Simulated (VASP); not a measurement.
CS2:

```
CELL_PARAMETERS angstrom
3.64579 -2.99431 0.00000
3.64579 2.99431 0.00000
0.00000 0.00000 9.85126
ATOMIC_POSITIONS crystal
S 0.18152 0.81848 0.88687
S 0.31848 0.68152 0.38687
S 0.68152 0.31848 0.61313
S 0.81848 0.18152 0.11313
C 0.50000 0.50000 0.50000
C 0.00000 0.00000 0.00000
```

* Program: VASP 6.6.1
* Task: relaxation of cell and atoms
* Functional: PBE
* Dispersion: D4
* Potentials or basis: VASP PAW PBE potentials, release 64 (S, C)
* Cutoff: 600 eV
* k mesh: 6 × 6 × 3
* Occupations: fermi-dirac, width 0.05 eV
* Spin: no spin polarisation

At the start: pressure -0.7 GPa; volume 35.85 Å³/atom.

Problem. How do energy, volume and symmetry change on relaxing?

Solution. Over 26 steps the energy falls by 37.0 meV/atom and the volume is 25.32 Å³/atom (-29.4 %); space group Cmce (No. 64, to 0.1 Å) before and after.

The path:
| step | energy change (eV) | largest force (eV/Å) | pressure (GPa) | volume (Å³) |
| --- | --- | --- | --- | --- |
| 1 | 0.0000 | 0.0159 | -0.65 | 215.09 |
| 2 | -0.0087 | 0.5333 | 0.15 | 210.56 |
| 3 | -0.0088 | 0.4912 | 0.08 | 210.91 |
| 4 | -0.0132 | 0.4908 | 0.08 | 209.91 |
| 5 | -0.0263 | 0.4918 | 0.09 | 206.91 |
| 6 | -0.0521 | 0.4966 | 0.11 | 201.00 |
| 7 | -0.1016 | 0.5205 | 0.22 | 189.51 |
| 8 | -0.1796 | 0.6335 | 0.76 | 167.77 |
| 9 | -0.0707 | 1.1113 | 4.44 | 129.13 |
| 10 | -0.1856 | 0.9515 | 1.77 | 156.62 |
| 11 | -0.2100 | 0.5290 | 0.99 | 154.45 |
| 12 | -0.2209 | 0.0267 | -0.06 | 151.47 |
| 13 | -0.2210 | 0.0174 | 0.02 | 151.70 |
| 14 | -0.2210 | 0.0066 | -0.02 | 151.60 |
| 15 | -0.2210 | 0.0075 | 0.00 | 151.60 |
| 16 | -0.2211 | 0.0232 | 0.04 | 151.58 |
| 17 | -0.2211 | 0.0589 | 0.12 | 151.53 |
| 18 | -0.2211 | 0.0467 | 0.09 | 151.55 |
| 19 | -0.2211 | 0.0452 | 0.10 | 151.55 |
| 20 | -0.2212 | 0.0454 | 0.09 | 151.56 |
| 21 | -0.2213 | 0.0433 | 0.08 | 151.58 |
| 22 | -0.2214 | 0.0390 | 0.07 | 151.62 |
| 23 | -0.2217 | 0.0305 | 0.05 | 151.70 |
| 24 | -0.2220 | 0.0133 | 0.01 | 151.85 |
| 25 | -0.2217 | 0.0270 | -0.06 | 152.15 |
| 26 | -0.2220 | 0.0065 | -0.01 | 151.94 |

Final structure:
```
S C
1.0
     3.09020   -2.71388    0.00000
     3.09020    2.71388    0.00000
     0.00000    0.00000    9.05881
S C
4 2
Direct
  0.19872 0.80128 0.87628
  0.30128 0.69872 0.37628
  0.69872 0.30128 0.62372
  0.80128 0.19872 0.12372
  0.50000 0.50000 0.50000
  0.00000 0.00000 0.00000
```

Caveat: the volume moved by over 15 % at a fixed basis, so the end points are rough.
